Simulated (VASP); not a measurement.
# Ni2O (antifluorite type) (Fm-3m) in VASP: notebook

The runs below take Ni2O (antifluorite type) through single point, with PBE.

Everything below comes from runs of VASP 6.6.1. Logs are shortened: lines on timing, memory, paths and dates and some standing lists are left out, and cuts for length are marked.

**1. The cell of the first run**

It takes space group Fm-3m (No. 225, cubic). Conventional cell: a = 4.987 Å, b = 4.987 Å, c = 4.987 Å, α = 90.00°, β = 90.00°, γ = 90.00°. Ni (site symmetry -43m) has 4 O at 2.16 Å and 6 Ni at 2.49 Å within 2.9 Å. Within 2.9 Å of O (site symmetry m-3m) lie 8 Ni at 2.16 Å.

**2. Single point, PBE**

INCAR reads:

```
PREC = Accurate
ENCUT = 520
EDIFF = 1E-6
ISMEAR = -1
SIGMA = 0.06122561905347299
LREAL = F
LASPH = T
NELM = 100
ALGO = Normal
ISIF = 2
LWAVE = F
LCHARG = F
GGA = PE
NBANDS = 20
```

KPOINTS reads:

```
Automatic mesh
0
Gamma
  19 19 19
```

POSCAR reads:

```
Ni2O
1.0
    0.0000000000      2.4934879508      2.4934879508
    2.4934879508      0.0000000000      2.4934879508
    2.4934879508      2.4934879508      0.0000000000
Ni O
2 1
Direct
    0.2500000000      0.2500000000      0.2500000000
    0.7500000000      0.7500000000      0.7500000000
    0.0000000000      0.0000000000      0.0000000000
```

Potentials or basis: VASP PAW PBE potentials, release 64 (Ni, O).

The run is started by

```sh
$ cat potpaw_PBE.64/Ni/POTCAR potpaw_PBE.64/O/POTCAR > POTCAR
$ mpirun -np 1 vasp_std > vasp.out
```

OUTCAR:

```text
PREC = Accurate
   ENCUT = 520
   EDIFF = 1E-6
   ISMEAR = -1
   LREAL = F
   LASPH = T
   NELM = 100
   ISIF = 2
   GGA = PE

 ion  position               nearest neighbor table
   1  0.250  0.250  0.250-   3 2.16   3 2.16   3 2.16   3 2.16   2 2.49   2 2.49   2 2.49   2 2.49
                             2 2.49   2 2.49
   2  0.750  0.750  0.750-   3 2.16   3 2.16   3 2.16   3 2.16   1 2.49   1 2.49   1 2.49   1 2.49
                             1 2.49   1 2.49
   3  0.000  0.000  0.000-   2 2.16   2 2.16   2 2.16   1 2.16   2 2.16   1 2.16   1 2.16   1 2.16

  LATTYP: Found a face centered cubic cell.
 ALAT       =     4.9869759016

  Lattice vectors:

 A1 = (   0.0000000000,   2.4934879508,   2.4934879508)
 A2 = (   2.4934879508,   0.0000000000,   2.4934879508)
 A3 = (   2.4934879508,   2.4934879508,   0.0000000000)

Analysis of symmetry for initial positions (statically):
=====================================================================
 Subroutine PRICEL returns:
 Original cell was already a primitive cell.

 Routine SETGRP: Setting up the symmetry group for a
 face centered cubic supercell.

 Subroutine GETGRP returns: Found 48 space group operations
 (whereof 48 operations were pure point group operations)
 out of a pool of 48 trial point group operations.

The static configuration has the point symmetry O_h .

Analysis of symmetry for dynamics (positions and initial velocities):
=====================================================================
 Subroutine PRICEL returns:
 Original cell was already a primitive cell.

 Routine SETGRP: Setting up the symmetry group for a
 face centered cubic supercell.

 Subroutine GETGRP returns: Found 48 space group operations
 (whereof 48 operations were pure point group operations)
 out of a pool of 48 trial point group operations.

The dynamic configuration has the point symmetry O_h .

 Subroutine INISYM returns: Found 48 space group operations
 (whereof 48 operations are pure point group operations),
 and found     1 'primitive' translations

----------------------------------------------------------------------------------------

                                     Primitive cell

  volume of cell :      31.0064

  direct lattice vectors                    reciprocal lattice vectors
     0.000000000  2.493487951  2.493487951    -0.200522324  0.200522324  0.200522324
     2.493487951  0.000000000  2.493487951     0.200522324 -0.200522324  0.200522324
     2.493487951  2.493487951  0.000000000     0.200522324  0.200522324 -0.200522324

  length of vectors
     3.526324478  3.526324478  3.526324478     0.347314854  0.347314854  0.347314854

  position of ions in fractional coordinates (direct lattice)
     0.250000000  0.250000000  0.250000000
     0.750000000  0.750000000  0.750000000
     0.000000000  0.000000000  0.000000000

  ion indices of the primitive-cell ions
   primitive index   ion index
                 1           1
                 2           2
                 3           3

----------------------------------------------------------------------------------------

 KPOINTS: Automatic mesh

Automatic generation of k-mesh.
 Grid dimensions read from file:
 generate k-points for:   19   19   19

 Generating k-lattice:

  Cartesian coordinates                     Fractional coordinates (reciprocal lattice)
    -0.010553807  0.010553807  0.010553807     0.052631579  0.000000000  0.000000000
     0.010553807 -0.010553807  0.010553807     0.000000000  0.052631579  0.000000000
     0.010553807  0.010553807 -0.010553807     0.000000000  0.000000000  0.052631579

  Length of vectors
     0.018279729  0.018279729  0.018279729

  Shift w.r.t. Gamma in fractional coordinates (k-lattice)
     0.000000000  0.000000000  0.000000000

 Subroutine IBZKPT returns following result:
 ===========================================

 Found    220 irreducible k-points:

 Following reciprocal coordinates:
            Coordinates               Weight
  0.000000  0.000000  0.000000      1.000000
  0.052632  0.000000  0.000000      8.000000
  0.105263  0.000000  0.000000      8.000000
  0.157895  0.000000  0.000000      8.000000
  0.210526  0.000000  0.000000      8.000000
  0.263158  0.000000  0.000000      8.000000
[... 16 lines left out ...]
 -0.315789  0.052632  0.000000     24.000000
 -0.263158  0.052632  0.000000     24.000000
 [... further k-points ...]
   k-points           NKPTS =    220   k-points in BZ     NKDIM =    220   number of bands    NBANDS=     20
   number of dos      NEDOS =    301   number of ions     NIONS =      3
   total plane-waves  NPLWV =  21952
   dimension x,y,z NGX =    28 NGY =   28 NGZ =   28
   dimension x,y,z NGXF=    56 NGYF=   56 NGZF=   56
   ions per type =               2   1
   NGX,Y,Z   is equivalent  to a cutoff of  13.20, 13.20, 13.20 a.u.
   NGXF,Y,Z  is equivalent  to a cutoff of  26.40, 26.40, 26.40 a.u.
 SYSTEM =  unknown system
   PREC   = accura    normal or accurate (medium, high low for compatibility)
   ISTART =      0    job   : 0-new  1-cont  2-samecut
   ICHARG =      2    charge: 1-file 2-atom 10-const
   ISPIN  =      1    spin polarized calculation?
   LNONCOLLINEAR =      F non collinear calculations
   LSORBIT =      F    spin-orbit coupling
   LASPH  =      T    aspherical Exc in radial PAW
   ENCUT  =  520.0 eV  38.22 Ry    6.18 a.u.   6.56  6.56  6.56*2*pi/ulx,y,z
   NELM   =    100;   NELMIN=  2; NELMDL= -5     # of ELM steps
   EDIFF  = 0.1E-05   stopping-criterion for ELM
   LREAL  =      F    real-space projection
   EDIFFG = 0.1E-04   stopping-criterion for IOM
   NSW    =      0    number of steps for IOM
   IBRION =     -1    ionic relax: 0-MD 1-quasi-New 2-CG
   NFREE  =      0    steps in history (QN), initial steepest desc. (CG)
   ISIF   =      2    stress and relaxation
   ISYM   =      2    0-nonsym 1-usesym 2-fastsym
   POTIM  = 0.5000    time-step for ionic-motion
   TEBEG  =    0.0;   TEEND  =   0.0 temperature during run
   PSTRESS=    0.0 pullay stress
   NELECT =      26.0000    total number of electrons
   NUPDOWN=      -1.0000    fix difference up-down
   EMIN   =  10.00;   EMAX   =-10.00  energy-range for DOS
   EFERMI =   0.00;   METHOD = LEGACY
   ISMEAR =    -1;   SIGMA  =   0.06  broadening in eV -4-tet -1-fermi 0-gaus
   EFERMI_NEDOS =   21; number of points for ismear=-14 and -15
   IALGO  =     38    algorithm
   IMIX   =      4    mixing-type and parameters
     AMIX     =   0.40;   BMIX     =  1.00
     AMIX_MAG =   1.60;   BMIX_MAG =  1.00
  volume/ion in A,a.u.               =      10.34        69.75
  Fermi-wavevector in a.u.,A,eV,Ry     =   1.543768  2.917298 32.425668  2.383219
  Thomas-Fermi vector in A             =   2.649384
   LORBIT       =      0    0 simple, 1 ext, 2 COOP (PROOUT), +10 PAW based schemes
   GGA     = PE    functional components
   LHFCALC =     F    Hartree Fock is set to
   AEXX    =    0.0000 exact exchange contribution
   IVDW    =     0    specifies the selected vdW correction
   LEPSILON=     F    determine dielectric tensor
   LRPA    =     F    only Hartree local field effects (RPA)
 non-spin polarized calculation
  energy-cutoff  :      520.00
  volume of cell :       31.01
 maximum number of plane-waves:       869
   NGX = 13   NGY = 13   NGZ = 13

 number of electron      26.0000008 magnetization

 Free energy of the ion-electron system (eV)
  ---------------------------------------------------
  ext. energy  EPLUGINS =         0.00000000
  ---------------------------------------------------
  free energy    TOTEN  =       -14.94258806 eV

  energy without entropy =      -14.83957005  energy(sigma->0) =      -14.89107905

 E-fermi :   8.1125     XC(G=0): -12.4782

 val. band max:        8.1113723104   @ k =   0.3684   0.1053   0.0000
 cond. band min:       8.1126876867   @ k =  -0.3684   0.4737   0.1053
 fundamental gap:      0.0013153763
 Fermi energy:         8.1124715991

 k-point     1 :       0.0000    0.0000    0.0000
  band No.  band energies     occupation
      1     -12.1922      2.00000
      2       1.6732      2.00000
      3       1.6732      2.00000
      4       1.6732      2.00000
      5       4.6800      2.00000
      6       4.9622      2.00000
[... 12 lines left out ...]
     19      23.1078      0.00000
     20      23.1078      0.00000

 k-point     2 :       0.0526    0.0000    0.0000
  band No.  band energies     occupation
      1     -12.1818      2.00000
      2       1.5954      2.00000
      3       1.6813      2.00000
      4       1.6813      2.00000
      5       4.8150      2.00000
      6       4.9771      2.00000
[... 12 lines left out ...]
     19      22.9432      0.00000
     20      22.9663      0.00000

 k-point     3 :       0.1053    0.0000    0.0000
  band No.  band energies     occupation
      1     -12.1515      2.00000
      2       1.4016      2.00000
      3       1.7050      2.00000
      4       1.7050      2.00000
      5       5.0220      2.00000
      6       5.0220      2.00000
[... 12 lines left out ...]
     19      22.5687      0.00000
     20      22.6423      0.00000

 k-point     4 :       0.1579    0.0000    0.0000
  band No.  band energies     occupation
      1     -12.1047      2.00000
      2       1.1632      2.00000
      3       1.7419      2.00000
      4       1.7419      2.00000
      5       5.0972      2.00000
      6       5.0972      2.00000
[... 429 lines left out ...]
 k-point    23 :      -0.3158    0.0526    0.0000
  band No.  band energies     occupation
      1     -11.8929      2.00000
      2       0.5407      2.00000
      3       1.8924      2.00000
      4       1.9029      2.00000
      5       5.4963      2.00000
      6       5.6221      2.00000
[... 12 lines left out ...]
     19      21.3920      0.00000
     20      21.5252      0.00000

 k-point    24 :      -0.2632    0.0526    0.0000
  band No.  band energies     occupation
      1     -11.9534      2.00000
      2       0.6727      2.00000
      3       1.8523      2.00000
      4       1.8538      2.00000
      5       5.3415      2.00000
      6       5.4454      2.00000
[... 12 lines left out ...]
     19      21.1723      0.00000
     20      21.6102      0.00000

 [... further k-points ...]

------------------------ aborting loop because EDIFF is reached ----------------------------------------

  FORCE on cell =-STRESS in cart. coord.  units (eV):
  Direction    XX          YY          ZZ          XY          YZ          ZX
  --------------------------------------------------------------------------------------
  -------------------------------------------------------------------------------------
  Total        0.6092938      0.6092938      0.6092938      0.0000000      0.0000000     -0.0000000
  in kB       31.4836808     31.4836808     31.4836808      0.0000000      0.0000000     -0.0000000
  external PRESSURE =      31.4836808 kB  Pullay stress =       0.0000000 kB

 VOLUME and BASIS-vectors are now :
 -----------------------------------------------------------------------------
  energy-cutoff  :      520.00
  volume of cell :       31.01
      direct lattice vectors                 reciprocal lattice vectors
     0.000000000  2.493487951  2.493487951    -0.200522324  0.200522324  0.200522324
     2.493487951  0.000000000  2.493487951     0.200522324 -0.200522324  0.200522324
     2.493487951  2.493487951  0.000000000     0.200522324  0.200522324 -0.200522324

 POSITION                                       TOTAL-FORCE (eV/Angst)
 -----------------------------------------------------------------------------------
      1.24674      1.24674      1.24674        -0.000000     -0.000000     -0.000000
      3.74023      3.74023      3.74023         0.000000      0.000000      0.000000
      0.00000      0.00000      0.00000         0.000000      0.000000      0.000000
 -----------------------------------------------------------------------------------
    total drift:                                0.000000      0.000000      0.000000

  FREE ENERGIE OF THE ION-ELECTRON SYSTEM (eV)
  ---------------------------------------------------
  free  energy   TOTEN  =       -14.9425880566 eV

  energy  without entropy=      -14.8395700463  energy(sigma->0) =      -14.89107905
```

Run time: 4.2 min. Hardware: 1 thread of Intel Xeon 8259CL, shared host; peak memory 0.26 GiB.

Results:

```yaml
Free_energy: -14.9426 eV
Pressure: 3.1 GPa
Band_gap_on_the_k_mesh: zero (bands 13 and 14 overlap by 0.39 eV)
```

Caveat: the cell stands under pressure; the run has no spin polarisation, though such a crystal can be magnetic.

**3. Single point, PBE**

INCAR reads:

```
SYSTEM = Ni2O
PREC = Accurate ; ENCUT = 520
EDIFF = 1E-7 ; ISMEAR = -1
SIGMA = 0.06122561905347299 ; LREAL = .FALSE.
LASPH = .TRUE. ; NELM = 60
ALGO = Normal ; ISIF = 2
LWAVE = .FALSE. ; LCHARG = .FALSE.
GGA = PE ; NBANDS = 20
```

KPOINTS reads:

```
Automatic mesh
0
G
  19 19 19
  0 0 0
```

POSCAR is that of step 2.

Potentials or basis: VASP PAW PBE potentials, release 64 (Ni, O).

The run is started by

```sh
$ cat potpaw_PBE.64/Ni/POTCAR potpaw_PBE.64/O/POTCAR > POTCAR
$ mpirun -np 1 vasp_std > vasp.out
```

It took 4.3 min on 1 thread of Intel Xeon 8259CL, shared host; peak memory 0.26 GiB.

The run converged. Its results:

```yaml
Free_energy: -14.9426 eV
Pressure: 3.3 GPa
Band_gap_on_the_k_mesh: zero (bands 13 and 14 overlap by 0.39 eV)
```

Levels at points of the mesh, in eV from the Fermi level:
```
           k point  band 11  band 12  band 13  band 14  band 15  band 16
(0.00, 0.00, 0.00)     0.00     0.00     0.00     0.13     0.13     8.27
```

Caveat: the cell stands under pressure; the run has no spin polarisation, though such a crystal can be magnetic.

**4. Single point, PBE**

This run uses another cell than the first one, of 10.55 Å³/atom.

INCAR reads:

```
SYSTEM = Ni2O
ALGO = Normal ; EDIFF = 1E-6
ENCUT = 520 ; GGA = PE
ISIF = 2 ; ISMEAR = -1
LASPH = .True. ; LCHARG = .False.
LREAL = .False. ; LWAVE = .False.
NBANDS = 20 ; NELM = 80
PREC = Accurate ; SIGMA = 0.06122561905347299
```

KPOINTS reads:

```
k-points
0
Gamma
  19 19 19
  0 0 0
```

POSCAR reads:

```
Ni2O
1.0
    0.0000000000      2.5103363534      2.5103363534
    2.5103363534      0.0000000000      2.5103363534
    2.5103363534      2.5103363534      0.0000000000
Ni O
2 1
Direct
    0.2500000000      0.2500000000      0.2500000000
    0.7500000000      0.7500000000      0.7500000000
    0.0000000000      0.0000000000      0.0000000000
```

Potentials or basis: VASP PAW PBE potentials, release 64 (Ni, O).

The run is started by

```sh
$ cat potpaw_PBE.64/Ni/POTCAR potpaw_PBE.64/O/POTCAR > POTCAR
$ mpirun -np 1 vasp_std > vasp.out
```

OUTCAR:

```text
SYSTEM = Ni2O
   EDIFF = 1E-6
   ENCUT = 520
   GGA = PE
   ISIF = 2
   ISMEAR = -1
   LASPH = .True.
   LREAL = .False.
   NELM = 80
   PREC = Accurate

 ion  position               nearest neighbor table
   1  0.250  0.250  0.250-   3 2.17   3 2.17   3 2.17   3 2.17   2 2.51   2 2.51   2 2.51   2 2.51
                             2 2.51   2 2.51
   2  0.750  0.750  0.750-   3 2.17   3 2.17   3 2.17   3 2.17   1 2.51   1 2.51   1 2.51   1 2.51
                             1 2.51   1 2.51
   3  0.000  0.000  0.000-   2 2.17   2 2.17   2 2.17   1 2.17   2 2.17   1 2.17   1 2.17   1 2.17

  LATTYP: Found a face centered cubic cell.
[... 748 lines left out ...]
  --------------------------------------------------------------------------------------
  -------------------------------------------------------------------------------------
  Total        0.0016073      0.0016073      0.0016073      0.0000000      0.0000000     -0.0000000
  in kB        0.0813927      0.0813927      0.0813927      0.0000000      0.0000000     -0.0000000
  external PRESSURE =       0.0813927 kB  Pullay stress =       0.0000000 kB

 VOLUME and BASIS-vectors are now :
 -----------------------------------------------------------------------------
  energy-cutoff  :      520.00
  volume of cell :       31.64
      direct lattice vectors                 reciprocal lattice vectors
     0.000000000  2.510336353  2.510336353    -0.199176497  0.199176497  0.199176497
     2.510336353  0.000000000  2.510336353     0.199176497 -0.199176497  0.199176497
     2.510336353  2.510336353  0.000000000     0.199176497  0.199176497 -0.199176497

 POSITION                                       TOTAL-FORCE (eV/Angst)
 -----------------------------------------------------------------------------------
      1.25517      1.25517      1.25517         0.000000      0.000000      0.000000
      3.76550      3.76550      3.76550        -0.000000     -0.000000     -0.000000
      0.00000      0.00000      0.00000         0.000000      0.000000      0.000000
 -----------------------------------------------------------------------------------
    total drift:                                0.000000      0.000000      0.000000

  FREE ENERGIE OF THE ION-ELECTRON SYSTEM (eV)
  ---------------------------------------------------
  free  energy   TOTEN  =       -14.9493919211 eV

  energy  without entropy=      -14.8438511987  energy(sigma->0) =      -14.89662156
```

OSZICAR:

```text
N       E                     dE             d eps       ncg     rms          rms(c)
DAV:   1     0.155756942376E+03    0.15576E+03   -0.12517E+04  8904   0.175E+03
DAV:   2    -0.518961372419E+01   -0.16095E+03   -0.15127E+03  9044   0.308E+02
DAV:   3    -0.172195190292E+02   -0.12030E+02   -0.11573E+02  9616   0.954E+01
DAV:   4    -0.174326193331E+02   -0.21310E+00   -0.21237E+00  9660   0.126E+01
DAV:   5    -0.174367739917E+02   -0.41547E-02   -0.41544E-02 10544   0.180E+00    0.140E+01
DAV:   6    -0.193621752792E+02   -0.19254E+01   -0.29246E+01 11068   0.884E+01    0.214E+01
DAV:   7    -0.149444917799E+02    0.44177E+01   -0.16001E+01 10600   0.636E+01    0.413E+00
DAV:   8    -0.149545182048E+02   -0.10026E-01   -0.71855E-01  9048   0.701E+00    0.159E+00
DAV:   9    -0.149504847657E+02    0.40334E-02   -0.29321E-02 11468   0.147E+00    0.452E-01
DAV:  10    -0.149501771710E+02    0.30759E-03   -0.81069E-03 12360   0.884E-01    0.253E-01
DAV:  11    -0.149494374807E+02    0.73969E-03   -0.11937E-03 11424   0.373E-01    0.967E-02
DAV:  12    -0.149494036855E+02    0.33795E-04   -0.47985E-04  9580   0.185E-01    0.293E-02
DAV:  13    -0.149493936389E+02    0.10047E-04   -0.31500E-05 13112   0.778E-02    0.113E-02
DAV:  14    -0.149493924853E+02    0.11536E-05   -0.29458E-06  9156   0.156E-02    0.507E-03
DAV:  15    -0.149493919211E+02    0.56420E-06   -0.11688E-06  6092   0.930E-03
   1 F= -.14949392E+02 E0= -.14896622E+02  d E =-.105541E+00
```

stdout:

```text
POSCAR found type information on POSCAR NiO
 POSCAR found :  2 types and       3 ions
 scaLAPACK will be used
 LDA part: xc-table for (Slater+PW92), standard interpolation
 POSCAR, INCAR and KPOINTS ok, starting setup
 FFT: planning ... GRIDC
 FFT: planning ... GRID_SOFT
 FFT: planning ... GRID
 WAVECAR not read
 entering main loop
```

Run time: 3.9 min. Hardware: 1 thread of Intel Xeon 8259CL, shared host; peak memory 0.26 GiB.

Results:

* Free energy: -14.9494 eV
* Pressure: 0.0 GPa
* Band gap on the k mesh: zero (bands 13 and 14 overlap by 0.38 eV)

Levels at points of the mesh, in eV from the Fermi level:
```tsv
k point	band 11	band 12	band 13	band 14	band 15	band 16
(0.00, 0.00, 0.00)	0.00	0.00	0.00	0.12	0.12	8.19
```

Caveat: the run has no spin polarisation, though such a crystal can be magnetic. With open d or f shells a metallic result of PBE can be an artefact of self-interaction; +U or a hybrid may open a gap.

(Part 1 of 2 ends here.)
